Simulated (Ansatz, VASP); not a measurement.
# Two plane-wave programs on Zn6O

```xyz
7
Lattice="2.5497 1.4721 4.4709 -2.5497 1.4721 4.4709 0.0000 -2.9442 4.4709" Properties=species:S:1:pos:R:3 pbc="T T T"
Zn    0.9438   -1.3771    5.6445
Zn   -1.6645   -0.1288    5.6445
Zn   -0.7207   -1.5059    7.7682
Zn    1.6645    0.1288    7.7682
Zn   -0.9438    1.3771    7.7682
Zn    0.7207    1.5059    5.6445
O     0.0000    0.0000    0.0000
```

Change from the starting cell: species swapped into the TeF6 type (R-3, No. 148).

Alike in both runs: functional PBE; k mesh 4 × 4 × 4; occupations gaussian, width 0.2 eV; no spin polarisation.

Ansatz relaxed the structure, and its values are those at the end. VASP's run is a single point on that final structure, the one shown.

```csv
,VASP,Ansatz
version,VASP 6.6.1,Ansatz 0.2.0
potentials or method,"VASP PAW PBE potentials, release 64 (Zn, O), cutoff 520 eV","scalar-relativistic, plane waves, PAW"
valence electrons in the cell,78,78
```

Ansatz gave:

- gap on the k mesh at the Fermi level (eV): none
- pressure (GPa): 0.2
- rms of the force components (eV/Å): 0.032

Problem. What did VASP give for the same quantities?

Solution. gap on the k mesh at the Fermi level (eV): none; pressure (GPa): 0.6; rms of the force components (eV/Å): 0.039.

A gap of «none» marks a metal or a gap that the smearing closes.

The k mesh is coarse, so the values compare programs but aren't converged.
